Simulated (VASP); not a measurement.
# Zn12O (a cell with a defect) in VASP: notebook

The runs below take Zn12O (a cell with a defect) through single point, with PBEsol.

Everything below comes from runs of VASP 6.6.1. Logs are shortened: lines on timing, memory, paths and dates and some standing lists are left out, and cuts for length are marked.

## 1. The cell of the first run

The cell holds a defect, 13 atoms: a = 5.320 Å, b = 7.980 Å, c = 4.937 Å, α = 90.00°, β = 90.00°, γ = 120.00°.

## 2. Single point, PBEsol

The input, INCAR:

```
SYSTEM = Zn12O
PREC = Accurate ; ENCUT = 520
EDIFF = 1E-7 ; ISMEAR = 0
SIGMA = 0.15 ; LREAL = .FALSE.
LASPH = .TRUE. ; NELM = 60
ALGO = Normal ; ISIF = 2
LWAVE = .FALSE. ; LCHARG = .FALSE.
GGA = PS ; NBANDS = 87
```

The input, KPOINTS:

```
Automatic mesh
0
G
  5 3 4
  0 0 0
```

The input, POSCAR:

```
Zn12O
1.0
    5.3200000000      0.0000000000      0.0000000000
   -3.9900000000      6.9108830000      0.0000000000
    0.0000000000      0.0000000000      4.9369600000
Zn O
12 1
Direct
    0.0002829909      0.0079121583      0.0113486842
    0.1796141136      0.2174085424      0.4626002641
   -0.0164045900      0.3356537797      0.0451994750
    0.1287005403      0.5146861841      0.5961595800
   -0.0116453464      0.6818538239     -0.0458277969
    0.1717042003      0.8833950741      0.4703998007
    0.4918722325      0.0090444304     -0.0100264130
    0.6532714528      0.2071571751      0.4926892258
    0.4904805742      0.3433004147     -0.0521794789
    0.7149646959      0.5363784917      0.4277610108
    0.4860401866      0.6763287701      0.0134396471
    0.7100667909      0.9229173754      0.5655891480
    0.4925521347      0.6686244001      0.4145976471
```

Potentials or basis: VASP PAW PBE potentials, release 64 (Zn, O).

Run with:

```sh
cat potpaw_PBE.64/Zn/POTCAR potpaw_PBE.64/O/POTCAR > POTCAR
mpirun -np 1 vasp_std > vasp.out
```

OUTCAR:

```text
SYSTEM = Zn12O
   PREC = Accurate
   ENCUT = 520
   EDIFF = 1E-7
   ISMEAR = 0
   LREAL = .FALSE.
   LASPH = .TRUE.
   NELM = 60
   ISIF = 2
   GGA = PS

 ion  position               nearest neighbor table
   1  0.000  0.008  0.011-  12 2.58   5 2.59   7 2.61   2 2.66   9 2.66   3 2.67  11 2.69   7 2.71
                             6 2.80  12 3.05
   2  0.180  0.217  0.463-  12 2.48   8 2.57   4 2.60   6 2.64   1 2.66   3 2.68  10 2.71   8 2.76
                             9 2.80   9 2.92
   3  0.984  0.336  0.045-   4 2.54   7 2.63   1 2.67   2 2.68   8 2.69   9 2.70  11 2.70   9 2.71
                             5 2.79   4 2.99
   4  0.129  0.515  0.596-  13 1.92  10 2.44   3 2.54   5 2.54   8 2.54   2 2.60  11 2.66   6 2.90
                             3 2.99
   5  0.988  0.682  0.954-   4 2.54   1 2.59   7 2.65  11 2.67   9 2.68  11 2.69  10 2.69   6 2.77
                             3 2.79   6 2.91  10 2.92
   6  0.172  0.883  0.470-   8 2.58  10 2.62   2 2.64  12 2.67  12 2.76   5 2.77   7 2.80   1 2.80
                             4 2.90   5 2.91   7 2.96
   7  0.492  0.009  0.990-   1 2.61   3 2.63  11 2.64  12 2.65   5 2.65   9 2.68   1 2.71   6 2.80
                             8 2.81   8 2.84   6 2.96
   8  0.653  0.207  0.493-  12 2.46  10 2.50   4 2.54   2 2.57   6 2.58   3 2.69   2 2.76   7 2.81
                             9 2.81   7 2.84
   9  0.490  0.343  0.948-   1 2.66   5 2.68   7 2.68  11 2.69   3 2.70   3 2.71  10 2.75   2 2.80
                             8 2.81   2 2.92  10 2.92
  10  0.715  0.536  0.428-  13 1.94   4 2.44   8 2.50   6 2.62   5 2.69   2 2.71   9 2.75  11 2.88
                             5 2.92   9 2.92
  11  0.486  0.676  0.013-  13 1.98   7 2.64   4 2.66   5 2.67   5 2.69   9 2.69   1 2.69   3 2.70
                            12 2.80  10 2.88
  12  0.710  0.923  0.566-  13 1.91   8 2.46   2 2.48   1 2.58   7 2.65   6 2.67   6 2.76  11 2.80
                             1 3.05
  13  0.493  0.669  0.415-  12 1.91   4 1.92  10 1.94  11 1.98

  LATTYP: Found a simple monoclinic cell.
 ALAT       =     5.3200000000
 B/A-ratio  =     0.9280000000
 C/A-ratio  =     1.3228757068
 COS(beta)  =    -0.1889822292

  Lattice vectors:

 A1 = (   5.3200000000,   0.0000000000,   0.0000000000)
 A2 = (   0.0000000000,   0.0000000000,   4.9369600000)
 A3 = (  -1.3300000000,  -6.9108830000,   0.0000000000)

Analysis of symmetry for initial positions (statically):
=====================================================================
 Subroutine PRICEL returns:
 Original cell was already a primitive cell.

 Routine SETGRP: Setting up the symmetry group for a
 simple monoclinic supercell.

 Subroutine GETGRP returns: Found  1 space group operations
 (whereof  1 operations were pure point group operations)
 out of a pool of  4 trial point group operations.

The static configuration has the point symmetry C_1 .

Analysis of symmetry for dynamics (positions and initial velocities):
=====================================================================
 Subroutine PRICEL returns:
 Original cell was already a primitive cell.

 Routine SETGRP: Setting up the symmetry group for a
 simple monoclinic supercell.

 Subroutine GETGRP returns: Found  1 space group operations
 (whereof  1 operations were pure point group operations)
 out of a pool of  4 trial point group operations.

The dynamic configuration has the point symmetry C_1 .

 Subroutine INISYM returns: Found  1 space group operations
 (whereof  1 operations are pure point group operations),
 and found     1 'primitive' translations

----------------------------------------------------------------------------------------

                                     Primitive cell

  volume of cell :     181.5118

  direct lattice vectors                    reciprocal lattice vectors
     5.320000000  0.000000000  0.000000000     0.187969925  0.108524482  0.000000000
    -3.990000000  6.910883000  0.000000000     0.000000000  0.144699310  0.000000000
     0.000000000  0.000000000  4.936960000     0.000000000  0.000000000  0.202553798

  length of vectors
     5.320000000  7.980000241  4.936960000     0.217048971  0.144699310  0.202553798

[... 30 lines left out ...]

----------------------------------------------------------------------------------------

 KPOINTS: Automatic mesh

Automatic generation of k-mesh.
 Grid dimensions read from file:
 generate k-points for:    5    3    4

 Generating k-lattice:

  Cartesian coordinates                     Fractional coordinates (reciprocal lattice)
     0.037593985  0.021704896  0.000000000     0.200000000  0.000000000  0.000000000
     0.000000000  0.048233103  0.000000000     0.000000000  0.333333333  0.000000000
     0.000000000  0.000000000  0.050638450     0.000000000  0.000000000  0.250000000

  Length of vectors
     0.043409794  0.048233103  0.050638450

  Shift w.r.t. Gamma in fractional coordinates (k-lattice)
[... 29 lines left out ...]
   ISTART =      0    job   : 0-new  1-cont  2-samecut
   ICHARG =      2    charge: 1-file 2-atom 10-const
   ISPIN  =      1    spin polarized calculation?
   LNONCOLLINEAR =      F non collinear calculations
   LSORBIT =      F    spin-orbit coupling
   LASPH  =      T    aspherical Exc in radial PAW
   ENCUT  =  520.0 eV  38.22 Ry    6.18 a.u.   9.89 14.84  9.18*2*pi/ulx,y,z
   NELM   =     60;   NELMIN=  2; NELMDL= -5     # of ELM steps
   EDIFF  = 0.1E-06   stopping-criterion for ELM
   LREAL  =      F    real-space projection
   EDIFFG = 0.1E-05   stopping-criterion for IOM
   NSW    =      0    number of steps for IOM
   IBRION =     -1    ionic relax: 0-MD 1-quasi-New 2-CG
   NFREE  =      0    steps in history (QN), initial steepest desc. (CG)
   ISIF   =      2    stress and relaxation
   ISYM   =      2    0-nonsym 1-usesym 2-fastsym
   POTIM  = 0.5000    time-step for ionic-motion
   TEBEG  =    0.0;   TEEND  =   0.0 temperature during run
   PSTRESS=    0.0 pullay stress
   NELECT =     150.0000    total number of electrons
   NUPDOWN=      -1.0000    fix difference up-down
   EMIN   =  10.00;   EMAX   =-10.00  energy-range for DOS
   EFERMI =   0.00;   METHOD = LEGACY
   ISMEAR =     0;   SIGMA  =   0.15  broadening in eV -4-tet -1-fermi 0-gaus
   EFERMI_NEDOS =   21; number of points for ismear=-14 and -15
   IALGO  =     38    algorithm
   IMIX   =      4    mixing-type and parameters
     AMIX     =   0.40;   BMIX     =  1.00
     AMIX_MAG =   1.60;   BMIX_MAG =  1.00
  volume/ion in A,a.u.               =      13.96        94.22
  Fermi-wavevector in a.u.,A,eV,Ry     =   1.536280  2.903148 32.111867  2.360156
  Thomas-Fermi vector in A             =   2.642951
   LORBIT       =      0    0 simple, 1 ext, 2 COOP (PROOUT), +10 PAW based schemes
   GGA     = PS    functional components
   LHFCALC =     F    Hartree Fock is set to
   AEXX    =    0.0000 exact exchange contribution
   IVDW    =     0    specifies the selected vdW correction
   LEPSILON=     F    determine dielectric tensor
   LRPA    =     F    only Hartree local field effects (RPA)
 non-spin polarized calculation
 Gauss-broadening in eV      SIGMA  =   0.15
  energy-cutoff  :      520.00
  volume of cell :      181.51
 maximum number of plane-waves:      4908
   NGX = 19   NGY = 29   NGZ = 19

 number of electron     149.9999994 magnetization

 Free energy of the ion-electron system (eV)
  ---------------------------------------------------
  ext. energy  EPLUGINS =         0.00000000
  ---------------------------------------------------
  free energy    TOTEN  =       -25.84249235 eV

  energy without entropy =      -25.81902750  energy(sigma->0) =      -25.83075992

 E-fermi :   3.2835     XC(G=0): -11.9217

 val. band max:        3.2706091770   @ k =   0.0000   0.0000   0.0000
 cond. band min:       3.3521168337   @ k =  -0.4000   0.3333   0.0000
 fundamental gap:      0.0815076567
 Fermi energy:         3.2834993626

 k-point     1 :       0.0000    0.0000    0.0000
  band No.  band energies     occupation
      1     -16.3531      2.00000
      2      -7.0490      2.00000
      3      -5.5282      2.00000
      4      -5.3761      2.00000
      5      -5.3488      2.00000
      6      -5.1899      2.00000
[... 2149 lines left out ...]
     86       8.3945      0.00000
     87       9.1778      0.00000

 [... further k-points ...]
[... 5 lines left out ...]
  --------------------------------------------------------------------------------------
  -------------------------------------------------------------------------------------
  Total        3.6230634      3.4154111     -0.5127353     -0.2761633     -0.0677881      0.1932480
  in kB       31.9802410     30.1473251     -4.5258378     -2.4376523     -0.5983551      1.7057710
  external PRESSURE =      19.2005761 kB  Pullay stress =       0.0000000 kB

 VOLUME and BASIS-vectors are now :
 -----------------------------------------------------------------------------
  energy-cutoff  :      520.00
  volume of cell :      181.51
      direct lattice vectors                 reciprocal lattice vectors
     5.320000000  0.000000000  0.000000000     0.187969925  0.108524482  0.000000000
    -3.990000000  6.910883000  0.000000000     0.000000000  0.144699310  0.000000000
     0.000000000  0.000000000  4.936960000     0.000000000  0.000000000  0.202553798

 POSITION                                       TOTAL-FORCE (eV/Angst)
 -----------------------------------------------------------------------------------
     -0.03006      0.05468      0.05603        -0.002817      0.004634      0.015069
      0.08809      1.50248      2.28384         0.009730      0.000204     -0.005414
      3.89347      2.31966      0.22315        -0.011467      0.002949      0.012059
     -1.36891      3.55694      2.94322        -0.019804     -0.041873      0.038210
      2.53745      4.71221      4.71071        -0.018879     -0.003097     -0.017170
     -2.61128      6.10504      2.32235         0.018417     -0.007227     -0.017417
      2.58067      0.06251      4.88746        -0.015024      0.001782     -0.007985
      2.64885      1.43164      2.43239         0.013151     -0.004938     -0.005833
      1.23959      2.37251      4.67935        -0.010518      0.013330     -0.003134
      1.66346      3.70685      2.11184         0.055292     -0.023140      0.020191
     -0.11282      4.67403      0.06635        -0.016804      0.002839     -0.054887
      0.09511      6.37817      2.79229         0.012758      0.043539      0.066543
     -0.04743      4.62079      2.04685        -0.014036      0.010999     -0.040232
 -----------------------------------------------------------------------------------
    total drift:                                0.000430      0.000379     -0.000166

  FREE ENERGIE OF THE ION-ELECTRON SYSTEM (eV)
  ---------------------------------------------------
  free  energy   TOTEN  =       -25.8424923485 eV

  energy  without entropy=      -25.8190274993  energy(sigma->0) =      -25.83075992
```

Run time: 12 min. Hardware: 1 thread of Intel Xeon Platinum 8375C at 2.90GHz (Ice Lake), shared host; peak memory 0.5 GiB.

What came out:

| Item | Value |
| --- | --- |
| Free energy | -25.8425 eV |
| Pressure | 1.9 GPa |
| Largest force | 0.081 eV/Å |
| Band gap on the k mesh | zero (bands 75 and 76 overlap by 0.88 eV) |

Forces in eV/Å, atoms in the order of the input:
```
Zn  -0.003  0.005  0.015
Zn   0.010  0.000 -0.005
Zn  -0.011  0.003  0.012
Zn  -0.020 -0.042  0.038
Zn  -0.019 -0.003 -0.017
Zn   0.018 -0.007 -0.017
Zn  -0.015  0.002 -0.008
Zn   0.013 -0.005 -0.006
Zn  -0.011  0.013 -0.003
Zn   0.055 -0.023  0.020
Zn  -0.017  0.003 -0.055
Zn   0.013  0.044  0.067
O   -0.014  0.011 -0.040
```

Levels at points of the mesh, in eV from the Fermi level:
```tsv
k point	band 71	band 72	band 73	band 74	band 75	band 76	band 77	band 78	band 79	band 80
(0.00, 0.00, 0.00)	-2.64	-1.79	-1.66	-0.55	-0.01	0.42	0.50	1.03	1.47	2.26
(0.00, 0.00, 0.50)	-2.66	-2.44	-2.09	-1.87	-1.51	0.27	0.76	1.71	2.23	2.54
```

Caveat: the PAW data sets were made with another functional, which shifts forces and pressure a little.

## 3. Single point, PBEsol

The input, INCAR:

```
SYSTEM = Zn12O
PREC = Accurate ; ENCUT = 520
EDIFF = 1E-6 ; ISMEAR = 0
SIGMA = 0.15 ; LREAL = .False.
LASPH = .True. ; NELM = 80
ALGO = Normal ; ISIF = 2
LWAVE = .False. ; LCHARG = .False.
GGA = PS ; NBANDS = 87
```

The input, KPOINTS:

```
Automatic mesh
0
Gamma
  5 3 4
  0 0 0
```

The input, POSCAR:

```
Zn12O
1.0
    5.3200000000      0.0000000000      0.0000000000
   -3.9900000000      6.9108830000      0.0000000000
    0.0000000000      0.0000000000      4.9369600000
Zn O
12 1
Direct
    0.0011719414      0.0006635910      0.0012436803
    0.1769917709      0.2228226118      0.5146569954
   -0.0010257009      0.3328780128     -0.0014354988
    0.1149887698      0.5223717432      0.4674611502
    0.0007055427      0.6714306985      0.0136873704
    0.1647267006      0.8868506383      0.5128544691
    0.4964559776      0.0009097246      0.0059423208
    0.6480044183      0.2137988735      0.5251922236
    0.4980039211      0.3351230226      0.0037354971
    0.6893012649      0.5358473006      0.4793719212
    0.4981107242      0.6691859781     -0.0102542860
    0.7065675580      0.9370675209      0.4686590533
    0.5032694390      0.6751326856      0.5731051092
```

Potentials or basis: VASP PAW PBE potentials, release 64 (Zn, O).

Run with:

```sh
cat potpaw_PBE.64/Zn/POTCAR potpaw_PBE.64/O/POTCAR > POTCAR
mpirun -np 1 vasp_std > vasp.out
```

Run time: 21 min. Hardware: 1 thread of AMD EPYC 7R43 (Zen 3), shared host; peak memory 0.46 GiB.

Results (log left out):

* Free energy: -25.7131 eV
* Pressure: 2.6 GPa
* Largest force: 0.472 eV/Å
* Band gap on the k mesh: zero (bands 75 and 76 overlap by 0.98 eV)

Forces on the atoms (eV/Å):
```
Zn   0.002  0.005 -0.004
Zn   0.002  0.005  0.078
Zn   0.001  0.007 -0.037
Zn  -0.081 -0.058 -0.269
Zn   0.009  0.002  0.058
Zn   0.001 -0.005  0.046
Zn  -0.002  0.001  0.017
Zn   0.001  0.001  0.106
Zn  -0.004 -0.002  0.005
Zn   0.044 -0.063 -0.163
Zn   0.008 -0.007 -0.055
Zn   0.012  0.072 -0.251
O    0.007  0.043  0.470
```

Stress tensor (GPa, compression positive):
```
 5.59 -0.01  0.02
-0.01  3.95  0.24
 0.02  0.24 -1.82
```

Levels at points of the mesh, in eV from the Fermi level:
```
           k point  band 73  band 74  band 75  band 76  band 77  band 78
(0.00, 0.00, 0.00)    -1.47    -0.66    -0.06     0.22     0.66     1.12
(0.00, 0.00, 0.50)    -2.07    -1.78    -1.63     0.34     0.75     1.68
```

Caveat: the PAW data sets were made with another functional, which shifts forces and pressure a little.

## 4. Single point, PBEsol

The input, INCAR:

```
ALGO = Normal
EDIFF = 1E-6
ENCUT = 520
GGA = PS
ISIF = 2
ISMEAR = 0
LASPH = T
LCHARG = F
LREAL = F
LWAVE = F
NBANDS = 87
NELM = 60
PREC = Accurate
SIGMA = 0.15
```

The input, KPOINTS:

```
k-points
0
Gamma
  5 3 4
```

The input, POSCAR:

```
Zn12O
1.0
    5.3200000000      0.0000000000      0.0000000000
   -3.9900000000      6.9108830000      0.0000000000
    0.0000000000      0.0000000000      4.9369600000
Zn O
12 1
Direct
   -0.0024415807      0.0114202483      0.0196106511
    0.1833308349      0.2158436194      0.4581355733
   -0.0250991976      0.3389484383      0.0525215922
    0.1336507820      0.5112652030      0.5988977022
   -0.0178255277      0.6843464142     -0.0610527531
    0.1779563866      0.8803385906      0.4573409548
    0.4874061857      0.0122155157     -0.0180894721
    0.6561598505      0.2036417054      0.4983852411
    0.4824192808      0.3469079132     -0.0654692361
    0.7206285898      0.5340829819      0.4130689736
    0.4806473124      0.6794508025      0.0142770045
    0.7174153371      0.9187209507      0.5741695294
    0.4959194806      0.6676119390      0.4124619199
```

Run with:

```sh
cat potpaw_PBE.64/Zn/POTCAR potpaw_PBE.64/O/POTCAR > POTCAR
mpirun -np 1 vasp_std > vasp.out
```

It took 13 min on 1 thread of Intel Xeon 8259CL, shared host; peak memory 0.51 GiB.

Results (log left out):

```yaml
Free_energy: -25.8497 eV
Pressure: 1.7 GPa
Largest_force: 0.060 eV/Å
Band_gap_on_the_k_mesh: zero (bands 75 and 76 overlap by 0.84 eV)
```

Forces on the atoms (eV/Å):
```
Zn  -0.004 -0.022 -0.002
Zn   0.010  0.000  0.008
Zn  -0.009  0.009  0.003
Zn  -0.036 -0.013  0.022
Zn   0.017  0.014 -0.008
Zn   0.002 -0.007 -0.001
Zn   0.008 -0.015  0.004
Zn  -0.002 -0.002  0.002
Zn   0.007 -0.003 -0.003
Zn   0.044 -0.025  0.014
Zn  -0.021  0.013 -0.041
Zn   0.010  0.054  0.024
O   -0.027 -0.003 -0.023
```

Stress tensor (GPa, compression positive):
```
 2.68 -0.06  0.20
-0.06  2.76  0.01
 0.20  0.01 -0.22
```

Levels at points of the mesh, in eV from the Fermi level:
```tsv
k point	band 71	band 72	band 73	band 74	band 75	band 76	band 77	band 78	band 79	band 80
(0.00, 0.00, 0.00)	-2.62	-1.75	-1.68	-0.54	0.02	0.43	0.50	1.02	1.45	2.22
(0.00, 0.00, 0.50)	-2.66	-2.41	-2.09	-1.86	-1.47	0.24	0.75	1.71	2.19	2.50
```

Caveat: the PAW data sets were made with another functional, which shifts forces and pressure a little.

## 5. Single point, PBEsol

The input, INCAR:

```
PREC = Accurate ; ENCUT = 520
EDIFF = 1E-6 ; ISMEAR = 0
SIGMA = 0.15 ; LREAL = False
LASPH = True ; NELM = 60
ALGO = Normal ; ISIF = 2
LWAVE = False ; LCHARG = False
GGA = PS ; NBANDS = 87
```

The input, KPOINTS:

```
Automatic mesh
0
Gamma
  5 3 4
```

The input, POSCAR:

```
Zn12O
1.0
    5.3200000000      0.0000000000      0.0000000000
   -3.9900000000      6.9108830000      0.0000000000
    0.0000000000      0.0000000000      4.9369600000
Zn O
12 1
Direct
   -0.0006567279      0.0040439116      0.0076069079
    0.1770816551      0.2218427081      0.4776133491
   -0.0051010473      0.3385334407      0.0455999238
    0.1083712598      0.5189714542      0.5882427648
    0.0072754328      0.6839406773     -0.0227461839
    0.1638532134      0.8830887457      0.4918721237
    0.5016394637      0.0063659014      0.0038957172
    0.6448061612      0.2096829016      0.5026188181
    0.4903477012      0.3353791404     -0.0457113284
    0.7032163279      0.5316197655      0.4025738511
    0.4981782604      0.6735845477      0.0139758070
    0.7085878555      0.9322672660      0.5349636213
    0.4965645078      0.6650734790      0.4662314461
```

Run with:

```sh
cat potpaw_PBE.64/Zn/POTCAR potpaw_PBE.64/O/POTCAR > POTCAR
mpirun -np 1 vasp_std > vasp.out
```

Wall time 10 min (1 thread of Intel Xeon Platinum 8375C at 2.90GHz (Ice Lake), shared host); peak memory 0.51 GiB.

The run converged. Its results:

- Free energy: -25.6693 eV
- Pressure: 2.2 GPa
- Largest force: 0.484 eV/Å
- Band gap on the k mesh: zero (bands 75 and 76 overlap by 0.92 eV)

Forces on the atoms (eV/Å):
```
Zn  -0.001 -0.004 -0.009
Zn   0.013  0.008 -0.023
Zn  -0.019 -0.014 -0.002
Zn   0.039 -0.018  0.122
Zn  -0.041 -0.013 -0.054
Zn   0.033 -0.009 -0.022
Zn  -0.022 -0.005 -0.017
Zn   0.036 -0.014 -0.003
Zn  -0.008  0.052 -0.014
Zn   0.117 -0.041  0.125
Zn  -0.063  0.005  0.228
Zn  -0.002  0.030  0.146
O   -0.082  0.022 -0.477
```

Stress tensor (GPa, compression positive):
```
 4.19  0.05  0.31
 0.05  4.06 -0.05
 0.31 -0.05 -1.78
```

Levels at points of the mesh, in eV from the Fermi level:
| k point | band 72 | band 73 | band 74 | band 75 | band 76 | band 77 | band 78 | band 79 |
| --- | --- | --- | --- | --- | --- | --- | --- | --- |
| (0.00, 0.00, 0.00) | -1.81 | -1.59 | -0.63 | -0.05 | 0.35 | 0.55 | 1.05 | 1.55 |
| (0.00, 0.00, 0.50) | -2.47 | -2.01 | -1.75 | -1.67 | 0.37 | 0.74 | 1.75 | 2.31 |

Caveat: the PAW data sets were made with another functional, which shifts forces and pressure a little.

## 6. The runs side by side

| cell | gap on the mesh (eV) | pressure (GPa) | largest force (eV/Å) |
| --- | --- | --- | --- |
| as given, atomic positions A | none | 1.9 | 0.08 |
| as given, atomic positions B | none | 2.6 | 0.47 |
| as given, atomic positions C | none | 1.7 | 0.06 |
| as given, atomic positions D | none | 2.2 | 0.48 |

Alike in all rows: task single point; level PBEsol; potentials or basis VASP PAW PBE potentials, release 64 (Zn, O); no spin polarisation; k mesh 5 × 3 × 4; cutoff (eV) 520; smearing gaussian 0.15 eV.

Caveats: the PAW data sets were made with another functional, which shifts forces and pressure a little.

Absolute energies hang on the potentials; compare differences alone.
